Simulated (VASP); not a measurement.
Input of a VASP 6.6.1 run:

Contents of INCAR:

```
SYSTEM = Bi
ALGO = Normal ; DIPOL = 0.5 0.5 0.324
EDIFF = 1E-6 ; ENCUT = 520
GGA = PE ; IDIPOL = 3
ISIF = 2 ; ISMEAR = 0
LASPH = .True. ; LCHARG = .False.
LDIPOL = .True. ; LREAL = .False.
LWAVE = .False. ; NBANDS = 38
NELM = 80 ; PREC = Accurate
SIGMA = 0.5
```

File KPOINTS:

```
k-points
0
Gamma
  4 4 1
  0 0 0
```

File POSCAR:

```
Bi
1.0
    5.1182504689      0.0000000000      0.0000000000
    0.0000000000      4.5196968759      0.0000000000
    0.0000000000      0.0000000000     29.3597916812
Bi
4
Direct
    0.0480844891      0.0000000000      0.3738669590
    0.4519155109      0.5000000000      0.3738669590
    0.5480844891      0.5000000000      0.2732765973
    0.9519155109      0.0000000000      0.2732765973
```

Potentials or basis: VASP PAW PBE potentials, release 64 (Bi_d).

Command:

```console
$ cat potpaw_PBE.64/Bi_d/POTCAR > POTCAR
$ mpirun -np 1 vasp_std > vasp.out
```

(1) What does it give for the largest force?

## Answers

(1) 0.202 eV/Å.

Caveat: so wide a smearing shifts energies and pressures.
